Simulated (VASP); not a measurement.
Write the native input for VASP 6.6.1 that does the following.

* Task: single point
* Functional: PBE
* Potentials or basis: VASP PAW PBE potentials, release 64 (Ta_sv_GW, As_d)
* Cutoff: 510 eV
* k mesh: 8 × 8 × 8
* Occupations: fermi-dirac, width 0.02 eV
* Spin: no spin polarisation
* Dipole correction: no
* Further INCAR settings: ALGO = Normal; EDIFF = 1e-06; NBANDS = 36

The structure of TaAs lies in POSCAR:

```
TaAs
1.0
   -1.7648128974      1.7648128974      5.9884637986
    1.7648128974     -1.7648128974      5.9884637986
    1.7648128974      1.7648128974     -5.9884637986
Ta As
2 2
Direct
    0.5001644894      1.0001644894      0.5000000000
    0.7501644894      0.7501644894      0.0000000000
    0.0824349306      0.5824349306      0.5000000000
    0.3324349306      0.3324349306      0.0000000000
```

The input as run:

INCAR

```
PREC = Accurate
ENCUT = 510
EDIFF = 1E-6
ISMEAR = -1
SIGMA = 0.02
LREAL = False
LASPH = True
NELM = 120
ALGO = Normal
ISIF = 2
LWAVE = False
LCHARG = True
GGA = PE
LELF = True
LVHAR = True
NBANDS = 36
GGA_COMPAT = False
```

KPOINTS

```
Automatic mesh
0
Gamma
  8 8 8
```

Potentials or basis: VASP PAW PBE potentials, release 64 (Ta_sv_GW, As_d).

Launch:

```console
$ cat potpaw_PBE.64/Ta_sv_GW/POTCAR potpaw_PBE.64/As_d/POTCAR > POTCAR
$ mpirun -np 1 vasp_std > vasp.out
```

It gave:

| Property | Result |
| --- | --- |
| Pressure | -9.3 GPa |
| Largest force | 0.028 eV/Å |
| Band gap on the k mesh | zero (bands 28 and 29 overlap by 0.03 eV) |

Caveat: the cell stands under tension; spin-orbit coupling is left out, which moves the levels of the heavy elements.

It took 7.3 min on 1 thread of Intel(R) Xeon(R) Platinum 8259CL CPU @ 2.50GHz (Skylake/Cascade Lake), on a shared host, peak memory 0.41 GiB.
